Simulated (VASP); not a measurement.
Write the native input for VASP 6.6.1 that does the following.

| Item | Value |
| --- | --- |
| Task | single point |
| Functional | PBE |
| Potentials or basis | VASP PAW PBE potentials, release 64 (Ti_sv, Al) |
| Cutoff | 520 eV |
| k mesh | 18 × 18 × 10 |
| Occupations | gaussian, width 0.15 eV |
| Spin | no spin polarisation |
| Dipole correction | no |
| Further INCAR settings | ALGO = Fast; EDIFF = 1e-06; NBANDS = 14 |

The structure of TiAl lies in POSCAR:

```
TiAl
1.0
    2.7369000000      0.0000000000      0.0000000000
   -1.3684500000      2.3702249276      0.0000000000
    0.0000000000      0.0000000000      4.8343000000
Ti Al
1 1
Direct
    0.0000000000      0.0000000000      0.0000000000
    0.3333333333      0.6666666667      0.5000000000
```

The input as run:

INCAR

```
  PREC = Accurate
  ENCUT = 520
  EDIFF = 1E-6
  ISMEAR = 0
  SIGMA = 0.15
  LREAL = F
  LASPH = T
  NELM = 100
  ALGO = Fast
  ISIF = 2
  LWAVE = F
  LCHARG = F
  GGA = PE
  NBANDS = 14
```

KPOINTS

```
regular mesh
0
Gamma
  18 18 10
```

Potentials or basis: VASP PAW PBE potentials, release 64 (Ti_sv, Al).

Command:

```sh
$ cat potpaw_PBE.64/Ti_sv/POTCAR potpaw_PBE.64/Al/POTCAR > POTCAR
$ mpirun -np 1 vasp_std > vasp.out
```

Results of the run:

```
Pressure : 7.0 GPa
```

Run time: 100 s on 1 thread of Intel(R) Xeon(R) Platinum 8488C (Sapphire Rapids), with other jobs on the host, peak memory 0.21 GiB.
